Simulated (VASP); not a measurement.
# I (Cmce) in VASP: notebook

The runs below take I through single point, relaxation of cell and atoms, with PBE+D3(BJ).

All numbers are computed with VASP 6.6.1; they aren't measurements. Logs are shortened: lines on timing, memory, paths and dates and some standing lists are left out, and cuts for length are marked.

### Step 1. The cell of the first run

The structure is orthorhombic, space group Cmce (No. 64). The conventional cell has a = 7.347 Å, b = 4.483 Å, c = 9.654 Å, α = 90.00°, β = 90.00°, γ = 90.00°. Within 3.8 Å of I (site symmetry m) lie 4 I at 2.82 to 3.78 Å.

### Step 2. Single point, PBE+D3(BJ)

Contents of INCAR:

```
PREC = Accurate
ENCUT = 520
EDIFF = 1E-6
ISMEAR = 0
SIGMA = 0.02
LREAL = F
LASPH = T
NELM = 80
ALGO = Normal
ISIF = 2
LWAVE = F
LCHARG = F
GGA = PE
IVDW = 12
NBANDS = 22
```

Contents of KPOINTS:

```
Automatic mesh
0
Gamma
  9 9 9
```

Contents of POSCAR:

```
I
1.0
    3.6734915338     -2.2415547110      0.0000000000
    3.6734915338      2.2415547110      0.0000000000
    0.0000000000      0.0000000000      9.6536029412
I
4
Direct
    0.8290486779      0.1709513221      0.8775702429
    0.3290486779      0.6709513221      0.6224297571
    0.1709513221      0.8290486779      0.1224297571
    0.6709513221      0.3290486779      0.3775702429
```

Potentials or basis: VASP PAW PBE potentials, release 64 (I).

On the command line:

```sh
$ cat potpaw_PBE.64/I/POTCAR > POTCAR
$ mpirun -np 1 vasp_std > vasp.out
```

OUTCAR:

```text
PREC = Accurate
   ENCUT = 520
   EDIFF = 1E-6
   ISMEAR = 0
   LREAL = F
   LASPH = T
   NELM = 80
   ISIF = 2
   GGA = PE
   IVDW = 12
 IVDW          = 12

 ion  position               nearest neighbor table
   1  0.829  0.171  0.878-   3 2.82   2 3.33   2 3.33
   2  0.329  0.671  0.622-   4 2.82   1 3.33   1 3.33
   3  0.171  0.829  0.122-   1 2.82   4 3.33   4 3.33
   4  0.671  0.329  0.378-   2 2.82   3 3.33   3 3.33

  LATTYP: Found a base centered orthorhombic cell.
 ALAT       =     4.4831094220
 B/A-ratio  =     1.6388141301
 C/A-ratio  =     2.1533275306

  Lattice vectors:

 A1 = (  -3.6734915338,  -2.2415547110,   0.0000000000)
 A2 = (   3.6734915338,  -2.2415547110,   0.0000000000)
 A3 = (   0.0000000000,   0.0000000000,   9.6536029412)

Analysis of symmetry for initial positions (statically):
=====================================================================
 Subroutine PRICEL returns:
 Original cell was already a primitive cell.

 Routine SETGRP: Setting up the symmetry group for a
 base centered orthorhombic supercell.

 Subroutine GETGRP returns: Found  8 space group operations
 (whereof  4 operations were pure point group operations)
 out of a pool of  8 trial point group operations.

The static configuration has the point symmetry C_2h.
 The point group associated with its full space group is D_2h.

Analysis of symmetry for dynamics (positions and initial velocities):
=====================================================================
 Subroutine PRICEL returns:
 Original cell was already a primitive cell.

 Routine SETGRP: Setting up the symmetry group for a
 base centered orthorhombic supercell.

 Subroutine GETGRP returns: Found  8 space group operations
 (whereof  4 operations were pure point group operations)
 out of a pool of  8 trial point group operations.

The dynamic configuration has the point symmetry C_2h.
 The point group associated with its full space group is D_2h.

 Subroutine INISYM returns: Found  8 space group operations
 (whereof  4 operations are pure point group operations),
 and found     1 'primitive' translations

----------------------------------------------------------------------------------------

                                     Primitive cell

  volume of cell :     158.9819

  direct lattice vectors                    reciprocal lattice vectors
     3.673491534 -2.241554711  0.000000000     0.136110291 -0.223059467  0.000000000
     3.673491534  2.241554711  0.000000000     0.136110291  0.223059467  0.000000000
     0.000000000  0.000000000  9.653602941     0.000000000  0.000000000  0.103588267

  length of vectors
     4.303383270  4.303383270  9.653602941     0.261307362  0.261307362  0.103588267

  position of ions in fractional coordinates (direct lattice)
     0.829048678  0.170951322  0.877570243
     0.329048678  0.670951322  0.622429757
     0.170951322  0.829048678  0.122429757
     0.670951322  0.329048678  0.377570243

  ion indices of the primitive-cell ions
   primitive index   ion index
                 1           1
                 2           2
                 3           3
                 4           4

----------------------------------------------------------------------------------------

 KPOINTS: Automatic mesh

Automatic generation of k-mesh.
 Grid dimensions read from file:
 generate k-points for:    9    9    9

 Generating k-lattice:

  Cartesian coordinates                     Fractional coordinates (reciprocal lattice)
     0.015123366 -0.024784385  0.000000000     0.111111111 -0.000000000  0.000000000
     0.015123366  0.024784385  0.000000000    -0.000000000  0.111111111  0.000000000
     0.000000000  0.000000000  0.011509807     0.000000000  0.000000000  0.111111111

  Length of vectors
     0.029034151  0.029034151  0.011509807

  Shift w.r.t. Gamma in fractional coordinates (k-lattice)
     0.000000000  0.000000000  0.000000000

 Subroutine IBZKPT returns following result:
 ===========================================

 Found    125 irreducible k-points:

 Following reciprocal coordinates:
            Coordinates               Weight
  0.000000  0.000000  0.000000      1.000000
  0.111111  0.000000  0.000000      4.000000
  0.222222 -0.000000  0.000000      4.000000
  0.333333  0.000000  0.000000      4.000000
  0.444444 -0.000000  0.000000      4.000000
  0.111111  0.111111  0.000000      2.000000
[... 16 lines left out ...]
 -0.333333  0.333333  0.000000      2.000000
  0.444444  0.444444  0.000000      2.000000
 [... further k-points ...]
   k-points           NKPTS =    125   k-points in BZ     NKDIM =    125   number of bands    NBANDS=     22
   number of dos      NEDOS =    301   number of ions     NIONS =      4
   total plane-waves  NPLWV =  73728
   dimension x,y,z NGX =    32 NGY =   32 NGZ =   72
   dimension x,y,z NGXF=    64 NGYF=   64 NGZF=  144
   ions per type =               4
   NGX,Y,Z   is equivalent  to a cutoff of  12.36, 12.36, 12.40 a.u.
   NGXF,Y,Z  is equivalent  to a cutoff of  24.72, 24.72, 24.80 a.u.
 SYSTEM =  unknown system
   PREC   = accura    normal or accurate (medium, high low for compatibility)
   ISTART =      0    job   : 0-new  1-cont  2-samecut
   ICHARG =      2    charge: 1-file 2-atom 10-const
   ISPIN  =      1    spin polarized calculation?
   LNONCOLLINEAR =      F non collinear calculations
   LSORBIT =      F    spin-orbit coupling
   LASPH  =      T    aspherical Exc in radial PAW
   ENCUT  =  520.0 eV  38.22 Ry    6.18 a.u.   8.00  8.00 17.95*2*pi/ulx,y,z
   NELM   =     80;   NELMIN=  2; NELMDL= -5     # of ELM steps
   EDIFF  = 0.1E-05   stopping-criterion for ELM
   LREAL  =      F    real-space projection
   EDIFFG = 0.1E-04   stopping-criterion for IOM
   NSW    =      0    number of steps for IOM
   IBRION =     -1    ionic relax: 0-MD 1-quasi-New 2-CG
   NFREE  =      0    steps in history (QN), initial steepest desc. (CG)
   ISIF   =      2    stress and relaxation
   ISYM   =      2    0-nonsym 1-usesym 2-fastsym
   POTIM  = 0.5000    time-step for ionic-motion
   TEBEG  =    0.0;   TEEND  =   0.0 temperature during run
   PSTRESS=    0.0 pullay stress
   NELECT =      28.0000    total number of electrons
   NUPDOWN=      -1.0000    fix difference up-down
   EMIN   =  10.00;   EMAX   =-10.00  energy-range for DOS
   EFERMI =   0.00;   METHOD = LEGACY
   ISMEAR =     0;   SIGMA  =   0.02  broadening in eV -4-tet -1-fermi 0-gaus
   EFERMI_NEDOS =   21; number of points for ismear=-14 and -15
   IALGO  =     38    algorithm
   IMIX   =      4    mixing-type and parameters
     AMIX     =   0.40;   BMIX     =  1.00
     AMIX_MAG =   1.60;   BMIX_MAG =  1.00
  volume/ion in A,a.u.               =      39.75       268.22
  Fermi-wavevector in a.u.,A,eV,Ry     =   0.917652  1.734112 11.457276  0.842086
  Thomas-Fermi vector in A             =   2.042646
   LORBIT       =      0    0 simple, 1 ext, 2 COOP (PROOUT), +10 PAW based schemes
   GGA     = PE    functional components
   LHFCALC =     F    Hartree Fock is set to
   AEXX    =    0.0000 exact exchange contribution
   IVDW    =    12    specifies the selected vdW correction
   LEPSILON=     F    determine dielectric tensor
   LRPA    =     F    only Hartree local field effects (RPA)
 non-spin polarized calculation
 Gauss-broadening in eV      SIGMA  =   0.02
  energy-cutoff  :      520.00
  volume of cell :      158.98
 maximum number of plane-waves:      4315
   NGX = 15   NGY = 15   NGZ = 35

 number of electron      28.0000002 magnetization

 Free energy of the ion-electron system (eV)
  ---------------------------------------------------
  ext. energy  EPLUGINS =         0.00000000
  ---------------------------------------------------
  free energy    TOTEN  =        -5.95233971 eV

  energy without entropy =       -5.95233971  energy(sigma->0) =       -5.95233971

 E-fermi :   3.4092     XC(G=0):  -8.3547

 val. band max:        3.2871916975   @ k =   0.4444  -0.0000   0.4444
 cond. band min:       4.1384040194   @ k =  -0.4444   0.4444   0.0000
 fundamental gap:      0.8512123219
 Fermi energy:         3.4091732442

 k-point     1 :       0.0000    0.0000    0.0000
  band No.  band energies     occupation
      1     -10.3813      2.00000
      2      -9.5705      2.00000
      3      -8.8402      2.00000
      4      -7.4147      2.00000
      5      -1.3655      2.00000
      6       0.2425      2.00000
[... 14 lines left out ...]
     21      10.2885      0.00000
     22      11.0951      0.00000

 k-point     2 :       0.1111    0.0000    0.0000
  band No.  band energies     occupation
      1     -10.3239      2.00000
      2      -9.5479      2.00000
      3      -8.7976      2.00000
      4      -7.4651      2.00000
      5      -1.3421      2.00000
      6       0.0963      2.00000
[... 14 lines left out ...]
     21      10.4263      0.00000
     22      10.5794      0.00000

 k-point     3 :       0.2222   -0.0000    0.0000
  band No.  band energies     occupation
      1     -10.1621      2.00000
      2      -9.4967      2.00000
      3      -8.6790      2.00000
      4      -7.6113      2.00000
      5      -1.3342      2.00000
      6      -0.4316      2.00000
[... 14 lines left out ...]
     21      10.5494      0.00000
     22      10.8756      0.00000
[... 476 lines left out ...]
 k-point    23 :      -0.3333    0.3333    0.0000
  band No.  band energies     occupation
      1      -9.7420      2.00000
      2      -9.3997      2.00000
      3      -8.3496      2.00000
      4      -7.8704      2.00000
      5      -1.3590      2.00000
      6      -1.1482      2.00000
[... 14 lines left out ...]
     21      11.4786      0.00000
     22      12.1060      0.00000

 k-point    24 :       0.4444    0.4444    0.0000
  band No.  band energies     occupation
      1     -10.0444      2.00000
      2      -9.3222      2.00000
      3      -8.5528      2.00000
      4      -7.3437      2.00000
      5      -1.0554      2.00000
      6      -0.5166      2.00000
[... 14 lines left out ...]
     21      11.5054      0.00000
     22      12.0183      0.00000

 [... further k-points ...]

------------------------ aborting loop because EDIFF is reached ----------------------------------------

 Edisp (eV)   -1.30713

 E8    (eV) :    -0.5848

  FORCE on cell =-STRESS in cart. coord.  units (eV):
  Direction    XX          YY          ZZ          XY          YZ          ZX
  --------------------------------------------------------------------------------------
  -------------------------------------------------------------------------------------
  Total       0.00406    -0.04111    -0.07043     0.00000     0.00000     0.00000
  in kB       0.04089    -0.41427    -0.70973     0.00000     0.00000     0.00000
  external pressure =       -0.36 kB  Pullay stress =        0.00 kB

 VOLUME and BASIS-vectors are now :
 -----------------------------------------------------------------------------
  energy-cutoff  :      520.00
  volume of cell :      158.98
      direct lattice vectors                 reciprocal lattice vectors
     3.673491534 -2.241554711  0.000000000     0.136110291 -0.223059467  0.000000000
     3.673491534  2.241554711  0.000000000     0.136110291  0.223059467  0.000000000
     0.000000000  0.000000000  9.653602941     0.000000000  0.000000000  0.103588267

 POSITION                                       TOTAL-FORCE (eV/Angst)
 -----------------------------------------------------------------------------------
      3.67349     -1.47516      8.47171         0.000000     -0.009821      0.012122
      3.67349      0.76639      6.00869         0.000000     -0.009821     -0.012122
      3.67349      1.47516      1.18189         0.000000      0.009821     -0.012122
      3.67349     -0.76639      3.64491         0.000000      0.009821      0.012122
 -----------------------------------------------------------------------------------
    total drift:                                0.000000     -0.000000     -0.000000

  FREE ENERGIE OF THE ION-ELECTRON SYSTEM (eV)
  ---------------------------------------------------
  free  energy   TOTEN  =        -7.2594725103 eV

  energy  without entropy=       -7.2594725103  energy(sigma->0) =       -7.25947251
```

It took 2.2 min on 1 thread of Intel Xeon 6975P-C (Granite Rapids), shared host; peak memory 0.47 GiB.

What came out:

- Free energy: -7.2595 eV
- Pressure: 0.0 GPa
- Largest force: 0.016 eV/Å
- Band gap on the k mesh: 0.85 eV (least direct gap 1.14 eV)
- Dispersion energy per atom: -0.327 eV

Forces on the atoms (eV/Å):
```
I    0.000 -0.010  0.012
I    0.000 -0.010 -0.012
I    0.000  0.010 -0.012
I    0.000  0.010  0.012
```

Levels at points of the mesh, in eV from the valence-band top:
| k point | band 12 | band 13 | band 14 | band 15 | band 16 | band 17 |
| --- | --- | --- | --- | --- | --- | --- |
| (0.00, 0.00, 0.00) | -0.80 | -0.39 | -0.02 | 1.13 | 1.92 | 4.79 |

Caveat: spin-orbit coupling is left out, which moves the levels of the heavy elements.

### Step 3. Relaxation of cell and atoms, PBE+D3(BJ), target pressure 15 GPa, at which the enthalpy is minimised

This run uses another cell than the first one, of 29.20 Å³/atom.

Contents of INCAR:

```
PREC = Accurate
ENCUT = 600
EDIFF = 1E-6
ISMEAR = 0
SIGMA = 0.02
LREAL = F
LASPH = T
NELM = 100
ALGO = Normal
ISIF = 3
LWAVE = F
LCHARG = F
GGA = PE
IVDW = 12
IBRION = 2
NSW = 80
EDIFFG = -0.003
PSTRESS = 150.0
```

Contents of KPOINTS:

```
regular mesh
0
Gamma
  9 9 9
```

Contents of POSCAR:

```
I
1.0
    3.1062142580     -2.0354878355      0.0000000000
    3.1062142580      2.0354878355      0.0000000000
    0.0000000000      0.0000000000      9.2378309884
I
4
Direct
    0.8014825455      0.1985174545      0.8760982863
    0.3014825455      0.6985174545      0.6239017137
    0.1985174545      0.8014825455      0.1239017137
    0.6985174545      0.3014825455      0.3760982863
```

Potentials or basis: VASP PAW PBE potentials, release 64 (I).

On the command line:

```sh
$ cat potpaw_PBE.64/I/POTCAR > POTCAR
$ mpirun -np 1 vasp_std > vasp.out
```

Wall time 30 min (1 thread of Intel Xeon 6975P-C (Granite Rapids), shared host); peak memory 0.48 GiB.

The run converged. Its results:

| Quantity | Value |
| --- | --- |
| Free energy | -5.7105 eV |
| Relaxed volume | 27.11 Å³/atom |
| Relaxed cell | a = 3.598 Å, b = 3.598 Å, c = 9.059 Å, α = 90.00°, β = 90.00°, γ = 67.62° |
| Space group after relaxing (to 0.1 Å) | Cmce (No. 64) |
| Energy change on relaxing (the run minimises the enthalpy) | +161.0 meV/atom |
| Ionic steps | 35 |
| Pressure after relaxing | 15.0 GPa |
| Band gap on the k mesh | zero (bands 14 and 15 overlap by 0.14 eV) |
| Dispersion energy per atom | -0.488 eV |

Step by step:
```tsv
step	energy change (eV)	largest force (eV/Å)	pressure (GPa)	volume (Å³)
1	0.0000	0.0141	9.82	116.82
2	1.5365	0.5255	24.03	101.58
3	0.5074	0.1850	14.87	110.17
4	0.5195	0.1894	14.98	110.04
5	0.6306	0.0682	15.08	108.64
6	0.6144	0.0759	15.07	108.81
7	0.6120	0.0773	15.07	108.83
8	0.5965	0.0603	14.89	108.99
9	0.5681	0.0292	14.58	109.28
10	0.5753	0.0271	14.64	109.20
11	0.5976	0.0242	14.85	108.96
12	0.6440	0.0369	15.28	108.46
13	0.6148	0.0264	15.01	108.77
14	0.6178	0.0219	15.01	108.74
15	0.6268	0.0101	15.00	108.64
16	0.6455	0.0101	14.99	108.44
17	0.6326	0.0035	15.00	108.58
18	0.6348	0.0042	15.00	108.55
19	0.6412	0.0086	15.03	108.48
20	0.6543	0.0238	15.09	108.34
21	0.6826	0.0678	15.23	108.04
22	0.6594	0.0316	15.11	108.28
23	0.6557	0.0298	15.07	108.32
24	0.6502	0.0282	15.00	108.38
25	0.6502	0.0212	15.01	108.38
26	0.6502	0.0074	15.03	108.38
27	0.6464	0.0085	15.00	108.42
28	0.6434	0.0095	14.97	108.45
29	0.6433	0.0082	14.97	108.45
30	0.6427	0.0044	14.98	108.46
31	0.6418	0.0035	14.98	108.47
32	0.6424	0.0022	14.98	108.46
33	0.6469	0.0010	15.02	108.41
34	0.6450	0.0014	15.02	108.43
35	0.6439	0.0017	15.01	108.44
```

Final structure:
```
I
1.0
     2.98948   -2.00216    0.00000
     2.98948    2.00216    0.00000
     0.00000    0.00000    9.05897
I
4
Direct
  0.79218 0.20782 0.87573
  0.29218 0.70782 0.62427
  0.20782 0.79218 0.12427
  0.70782 0.29218 0.37573
```

Levels at points of the mesh, in eV from the Fermi level:
```csv
k point,band 12,band 13,band 14,band 15,band 16,band 17
"(0.00, 0.00, 0.00)",-0.37,-0.32,-0.14,1.52,2.28,3.28
```

Caveat: the cell is relaxed towards a set pressure, so the run minimises the enthalpy, not the energy; spin-orbit coupling is left out, which moves the levels of the heavy elements.

The gap in the log of VASP goes by the Fermi energy; the results here count the filled bands.